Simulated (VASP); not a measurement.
Here is a VASP 6.6.1 calculation.

The input POSCAR:

```
WO
1.0
    3.4009025403      0.0000000001      0.0000000000
   -1.7004512702      2.9452679956      0.0000000000
    0.0000000000      0.0000000000      5.8422232241
W O
2 2
Direct
    0.0000000000      0.0000000000      0.0000000000
    0.0000000000      0.0000000000      0.5000000000
    0.3333333333      0.6666666667      0.2500000000
    0.6666666667      0.3333333333      0.7500000000
```

Contents of INCAR.step1:

```
SYSTEM = WO
  PREC = Accurate
  ENCUT = 520
  ISMEAR = 0
  SIGMA = 0.1
  LREAL = .FALSE.
  LASPH = .TRUE.
  NELM = 150
  ISPIN = 2
  MAGMOM = 1 1 0 0
  LMAXMIX = 4
  LDAU = .TRUE.
  LDAUTYPE = 2
  LDAUL = 2 -1
  LDAUU = 6.2 0
  LDAUJ = 0 0
  NBANDS = 32
  GGA = PE
  ALGO = Normal
  EDIFF = 1E-4
  LWAVE = .TRUE.
  LCHARG = .FALSE.
```

File INCAR.step2:

```
SYSTEM = WO
  PREC = Accurate
  ENCUT = 520
  EDIFF = 1E-7
  ISMEAR = 0
  SIGMA = 0.1
  LREAL = .FALSE.
  LASPH = .TRUE.
  NELM = 150
  ALGO = Normal
  ISIF = 2
  LWAVE = .FALSE.
  LCHARG = .FALSE.
  ISPIN = 2
  MAGMOM = 1 1 0 0
  LORBIT = 11
  LMAXMIX = 4
  LDAU = .TRUE.
  LDAUTYPE = 2
  LDAUL = 2 -1
  LDAUU = 6.2 0
  LDAUJ = 0 0
  LDAUPRINT = 1
  METAGGA = R2SCAN
  LMIXTAU = .TRUE.
  NBANDS = 32
  ISTART = 1
```

The input KPOINTS:

```
regular mesh
0
G
  12 12 8
  0 0 0
```

Potentials or basis: VASP PAW PBE potentials, release 64 (W_sv, O).

Command:

```sh
$ cat potpaw_PBE.64/W_sv/POTCAR potpaw_PBE.64/O/POTCAR > POTCAR
$ cp INCAR.step1 INCAR
$ mpirun -np 1 vasp_std > vasp.out
$ cp INCAR.step2 INCAR
$ mpirun -np 1 vasp_std > vasp.out
```

(1) Estimate the net moment.

(2) Predict the pressure.

(3) Estimate the site moments.

Answers

(1) 5.35 μB per cell.

(2) -12.2 GPa.

(3) W +2.18; O +0.16 μB.

Caveat: the cell stands under tension; the PAW data sets were made with another functional, which shifts forces and pressure a little.
